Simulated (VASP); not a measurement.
Wanted: the native input for a VASP 6.6.1 run.

- Task: relaxation of cell and atoms
- Functional: PBE
- Potentials or basis: VASP PAW PBE potentials, release 64 (In_d, Sb)
- Cutoff: 600 eV
- k mesh: 13 × 13 × 13
- Occupations: fermi-dirac, width 0.05 eV
- Spin: no spin polarisation
- Target pressure: 41 GPa
- Dipole correction: no
- Further INCAR settings: ALGO = Normal; EDIFF = 1e-06; IBRION = 2; EDIFFG = -0.005; NSW = 32; ISIF = 3

The structure of InSb (CsCl type) lies in POSCAR:

```
InSb
1.0
    3.3676575386      0.0000000000      0.0000000000
    0.0000000000      3.3676575386      0.0000000000
    0.0000000000      0.0000000000      3.3676575386
In Sb
1 1
Direct
    0.0000000000      0.0000000000      0.0000000000
    0.5000000000      0.5000000000      0.5000000000
```

The input as run:

INCAR

```
PREC     = Accurate       # precision mode
ENCUT    = 600            # plane-wave cutoff, eV
EDIFF    = 1E-6           # SCF threshold, eV
ISMEAR   = -1             # smearing method
SIGMA    = 0.05           # smearing width, eV
LREAL    = False          # projectors in reciprocal space
LASPH    = True           # aspherical terms in the spheres
NELM     = 80             # most SCF steps
ALGO     = Normal         # electronic algorithm
ISIF     = 3              # what is computed and relaxed
LWAVE    = False          # write WAVECAR
LCHARG   = False          # write CHGCAR
GGA      = PE             # functional
IBRION   = 2              # ionic algorithm
NSW      = 32             # ionic steps
EDIFFG   = -0.005         # ionic threshold
PSTRESS  = 410.0
```

KPOINTS

```
Automatic mesh
0
Gamma
  13 13 13
```

Potentials or basis: VASP PAW PBE potentials, release 64 (In_d, Sb).

The run is started by

```sh
$ cat potpaw_PBE.64/In_d/POTCAR potpaw_PBE.64/Sb/POTCAR > POTCAR
$ mpirun -np 1 vasp_std > vasp.out
```

Results of the run:

* Relaxed volume: 19.11 Å³/atom
* Relaxed cell: a = 3.368 Å, b = 3.368 Å, c = 3.368 Å, α = 90.00°, β = 90.00°, γ = 90.00°
* Space group after relaxing (to 0.1 Å): Pm-3m (No. 221)
* Energy change on relaxing (the run minimises the enthalpy): -2.3 meV/atom
* Ionic steps: 3
* Pressure after relaxing: 41.0 GPa

Caveat: the cell is relaxed towards a set pressure, so the run minimises the enthalpy, not the energy; the highest band is partly filled, so the run has too few bands.

It took 34 s on 1 thread of Intel(R) Xeon(R) 6975P-C (Granite Rapids) (shared host), peak memory 0.21 GiB.
